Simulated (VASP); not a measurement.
Write the native input for VASP 6.6.1 that does the following.

- Task: single point
- Functional: PBEsol
- Potentials or basis: VASP PAW PBE potentials, release 64 (Cu, Ni, S)
- Cutoff: 600 eV
- k mesh: 4 × 5 × 5
- Occupations: gaussian, width 0.1 eV
- Spin: no spin polarisation
- Dipole correction: no
- Further INCAR settings: ALGO = Normal; EDIFF = 1e-06; NBANDS = 100

The structure of CuNi6S16 lies in POSCAR:

```
CuNi6S16
1.0
   -3.9352880000     -2.2716540000      6.3359770000
    3.9353100000     -2.2714660000      6.3360580000
    0.0001740000      4.5443880000      6.3364700000
Cu Ni S
1 6 16
Direct
    0.5002305214      0.5001635168      0.4995943262
    0.5002633365      0.5001605592      0.9996108033
    0.0002437343      0.0001728363      0.4996209146
    0.0002494885      0.5001569029      0.4996003858
    0.5002562018      0.0001182169      0.9996452165
    0.5002402923      0.0001846428      0.4996261536
    0.0003006031      0.5001085230      0.9996151969
    0.1945792233      0.1944258092      0.1939515884
    0.6964851266      0.6964378837      0.6958932190
    0.9148085871      0.6873844228      0.2008720439
    0.4062502638      0.1921480108      0.6993756634
    0.2015372999      0.9147093134      0.6868347781
    0.7000641487      0.4061442699      0.1915746122
    0.6875127070      0.2013967640      0.9141783476
    0.1922147212      0.6999315621      0.4056050529
    0.3040439521      0.3039185497      0.3033669740
    0.8059536415      0.8058760298      0.8053377004
    0.5942653031      0.8081515746      0.2998564196
    0.0857005887      0.3129074046      0.7983315230
    0.3005011385      0.5941390664      0.8076404556
    0.7989814193      0.0855704687      0.3124228391
    0.8082583012      0.3004020324      0.5936411748
    0.3129514869      0.7989397219      0.0850480111
```

This cell differs from its parent crystal: atoms taken out.

The input as run:

INCAR

```
SYSTEM = CuNi6S16
  PREC = Accurate
  ENCUT = 600
  EDIFF = 1E-6
  ISMEAR = 0
  SIGMA = 0.1
  LREAL = .False.
  LASPH = .True.
  NELM = 120
  ALGO = Normal
  ISIF = 2
  LWAVE = .False.
  LCHARG = .False.
  GGA = PS
  NBANDS = 100
  GGA_COMPAT = .False.
  KPAR = 4
```

KPOINTS

```
regular mesh
0
Gamma
  4 5 5
  0 0 0
```

Potentials or basis: VASP PAW PBE potentials, release 64 (Cu, Ni, S).

Launch:

```bash
$ cat potpaw_PBE.64/Cu/POTCAR potpaw_PBE.64/Ni/POTCAR potpaw_PBE.64/S/POTCAR > POTCAR
$ mpirun -np 4 vasp_std > vasp.out
```

Results of the run:

The pressure is 0.0 GPa. The largest force is 0.160 eV/Å. The band gap on the k mesh is zero (an odd number of electrons rules out a gap without spin polarisation).

Caveat: the cell differs from its parent crystal (atoms taken out); the PAW data sets were made with another functional, which shifts forces and pressure a little; the run has no spin polarisation, though such a crystal can be magnetic.

Run time: 15 min on 4 MPI ranks on Intel(R) Xeon(R) 6975P-C (Granite Rapids), on a shared host, peak memory 1.7 GiB a rank.
